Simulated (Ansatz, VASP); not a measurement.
**Two plane-wave programs on Cu**

File INCAR:

```
PREC = Accurate
ENCUT = 520
EDIFF = 1E-7
ISMEAR = 0
SIGMA = 0.15
LREAL = F
LASPH = T
NELM = 80
ALGO = Fast
ISIF = 2
LWAVE = F
LCHARG = F
GGA = PS
NBANDS = 12
```

File KPOINTS:

```
Automatic mesh
0
Gamma
  22 22 22
```

Contents of POSCAR:

```
Cu
1.0
    0.0000000000      1.7623125000      1.7623125000
    1.7623125000      0.0000000000      1.7623125000
    1.7623125000      1.7623125000      0.0000000000
Cu
1
Direct
    0.0000000000      0.0000000000      0.0000000000
```

Input for Ansatz:

```yaml
crystal:
  lattice:
    - [0.0, 1.7623125, 1.7623125]
    - [1.7623125, 0.0, 1.7623125]
    - [1.7623125, 1.7623125, 0.0]
  atoms:
    - { symbol: Cu, position: [0.0, 0.0, 0.0] }
basis:
  ecutwfc: 420
kpoints:
  mp_grid: { grid: [22, 22, 22] }
hamiltonian:
  xc: pbesol
scf:
  occupations: { method: gaussian, width: 0.15 }
output:
  forces: true
  stress: true
  eigenvalues: true
  write_density: true
  write_potential: true
  elf: true
  volumetric_format: npy
```

Change from the starting cell: strain -0.025 along x and y, -0.025 along z, atoms carried along.

Alike in both runs: task single point; functional PBEsol; k mesh 22 × 22 × 22; occupations gaussian, width 0.15 eV; no spin polarisation.

|  | VASP | Ansatz |
| --- | --- | --- |
| version | VASP 6.6.1 | Ansatz 0.2.0 |
| potentials or method | VASP PAW PBE potentials, release 64 (Cu), cutoff 520 eV | scalar-relativistic, plane waves, PAW |
| valence electrons in the cell | 11 | 19 |

|  | VASP | Ansatz | Ansatz less VASP |
| --- | --- | --- | --- |
| gap on the k mesh at the Fermi level (eV) | none | none | - |
| pressure (GPa) | 6.7 | 6.1 | -0.67 |

VASP's potentials were made for PBE, not for PBEsol. A gap of «none» marks a metal or a gap that the smearing closes. The functional is the same, so the differences come from potentials, cutoffs and numerics. VASP's potentials hold 11 valence electrons a cell and Ansatz's 19, so a difference there can come from the potentials and not from the codes.
